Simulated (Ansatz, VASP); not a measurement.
# One calculation of WC, two programs

Contents of INCAR:

```
PREC     = Accurate       # precision mode
ENCUT    = 520            # plane-wave cutoff, eV
EDIFF    = 1E-6           # SCF threshold, eV
ISMEAR   = 0              # smearing method
SIGMA    = 0.15           # smearing width, eV
LREAL    = False          # projectors in reciprocal space
LASPH    = True           # aspherical terms in the spheres
NELM     = 60             # most SCF steps
ALGO     = Normal         # electronic algorithm
ISIF     = 2              # what is computed and relaxed
LWAVE    = False          # write WAVECAR
LCHARG   = False          # write CHGCAR
GGA      = PE             # functional
NBANDS   = 16             # bands
```

Contents of KPOINTS:

```
regular mesh
0
Gamma
  18 18 16
```

POSCAR

```
WC
1.0
    2.9005014360      0.0000000000      0.0000000000
   -1.4502507180      2.5119079273      0.0000000000
    0.0000000000      0.0000000000      2.8290000000
W C
1 1
Direct
    0.0000000000      0.0000000000      0.0000000000
    0.7274923405      0.3637461703      0.5456192554
```

Input for Ansatz:

```yaml
crystal:
  lattice:
    - [2.900501436, 0.0, 0.0]
    - [-1.450250718, 2.5119079273, 0.0]
    - [0.0, 0.0, 2.829]
  atoms:
    - { symbol: W, position: [0.0, 0.0, 0.0] }
    - { symbol: C, position: [0.7274923405, 0.3637461703, 0.5456192554] }
basis:
  ecutwfc: 420
kpoints:
  mp_grid: { grid: [18, 18, 16] }
hamiltonian:
  xc: pbe
scf:
  occupations: { method: gaussian, width: 0.15 }
output:
  forces: true
  stress: true
  eigenvalues: true
```

Change from the starting cell: all C atoms moved -0.200 Å, as atom 2 towards its neighbour atom 1 (W) at 2.192 Å.

Alike in both runs: task single point; functional PBE; k mesh 18 × 18 × 16; occupations gaussian, width 0.15 eV; no spin polarisation.

|  | VASP | Ansatz |
| --- | --- | --- |
| version | VASP 6.6.1 | Ansatz 0.2.0 |
| potentials or method | VASP PAW PBE potentials, release 64 (W_sv, C), cutoff 520 eV | scalar-relativistic, plane waves, PAW |
| valence electrons in the cell | 18 | 18 |

```tsv
	VASP	Ansatz	Ansatz less VASP
gap on the k mesh at the Fermi level (eV)	none	none	-
pressure (GPa)	16.9	15.7	-1.21
traceless stress, the component that is largest in VASP (GPa)	-6.88	-6.75	+0.130
rms of the force components (eV/Å)	1.776	1.765	-0.0113
```

Atom by atom the forces differ by 0.012 eV/Å (rms over components). A gap of «none» marks a metal or a gap that the smearing closes.

Neither program's run includes spin-orbit coupling.
